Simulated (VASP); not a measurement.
Sc2BSb3: relaxation of cell and atoms with PBE

The system is Sc2BSb3.

```xyz
6
Lattice="3.7141 0.0000 0.0000 0.0000 3.7141 0.0000 0.0000 0.0000 9.0244" Properties=species:S:1:pos:R:3 pbc="T T T"
Sc    1.8571    0.0000    6.8166
Sc    0.0000    1.8571    2.2077
B     1.8571    1.8571    0.0000
Sb    1.8571    0.0000    3.5822
Sb    0.0000    1.8571    5.4421
Sb    0.0000    0.0000    0.0000
```

* Program: VASP 6.6.1
* Task: relaxation of cell and atoms
* Functional: PBE
* Potentials or basis: VASP PAW PBE potentials, release 64 (Sc_sv, B, Sb)
* Cutoff: 600 eV
* k mesh: 10 × 10 × 4
* Occupations: gaussian, width 0.1 eV
* Spin: no spin polarisation
* Dipole correction: no
* Further INCAR settings: ALGO = Normal; EDIFF = 1e-06; IBRION = 2; EDIFFG = -0.01; NSW = 100; ISIF = 3

The relaxed volume is 20.81 Å³/atom. The relaxed cell is a = 3.716 Å, b = 3.716 Å, c = 9.044 Å, α = 90.00°, β = 90.00°, γ = 90.00°. The space group after relaxing (to 0.05 Å) is P-4m2 (No. 115). The energy gained by relaxing is 0.5 meV/atom and the ionic steps are 7. The pressure after relaxing is 0.0 GPa and the band gap on the k mesh is zero (band 20 reaches 8.17 eV, above the bottom of band 21 at 5.72 eV).

Stress tensor (GPa, compression positive):
```
-0.01  0.00  0.00
 0.00 -0.01  0.00
 0.00  0.00  0.07
```

The path:
| step | energy change (eV) | largest force (eV/Å) | pressure (GPa) | volume (Å³) |
| --- | --- | --- | --- | --- |
| 1 | 0.0000 | 0.1080 | 0.26 | 124.49 |
| 2 | -0.0016 | 0.0654 | -0.13 | 125.09 |
| 3 | -0.0017 | 0.0532 | -0.23 | 125.25 |
| 4 | -0.0026 | 0.0176 | -0.07 | 124.98 |
| 5 | -0.0028 | 0.0009 | 0.01 | 124.86 |
| 6 | -0.0028 | 0.0013 | 0.02 | 124.85 |
| 7 | -0.0029 | 0.0015 | 0.01 | 124.86 |

Final structure:
```xyz
6
Lattice="3.7156 0.0000 0.0000 0.0000 3.7156 0.0000 0.0000 0.0000 9.0440" Properties=species:S:1:pos:R:3 pbc="T T T"
Sc    1.8578    0.0000    6.8431
Sc    3.7156    1.8578    2.2010
B     1.8578    1.8578    9.0440
Sb    1.8578    0.0000    3.6051
Sb    3.7156    1.8578    5.4389
Sb    0.0000    3.7156    9.0440
```

Levels at points of the mesh, in eV from the Fermi level:
```csv
k point,band 17,band 18,band 19,band 20,band 21,band 22,band 23,band 24
"(0.00, 0.00, 0.00)",-1.04,-1.04,-0.18,0.64,1.27,1.28,1.28,1.32
"(0.50, 0.00, 0.00)",-0.51,-0.33,-0.03,0.05,0.63,0.70,2.07,2.08
"(0.50, 0.50, 0.00)",-1.98,-1.98,-1.77,-1.46,-1.38,-0.45,3.14,3.14
"(0.00, 0.00, 0.50)",-1.12,-1.12,-0.27,0.18,1.02,1.57,1.59,1.59
"(0.50, 0.00, 0.50)",-0.18,-0.06,0.07,0.27,0.97,0.99,2.34,2.51
"(0.50, 0.50, 0.50)",-1.66,-1.64,-1.64,-1.49,-1.45,-0.45,2.22,2.22
```

Wall time 14 min on 1 thread of Intel(R) Xeon(R) Platinum 8488C (Sapphire Rapids), on a shared host, peak memory 0.42 GiB.

Caveat: spin-orbit coupling is left out, which moves the levels of the heavy elements.
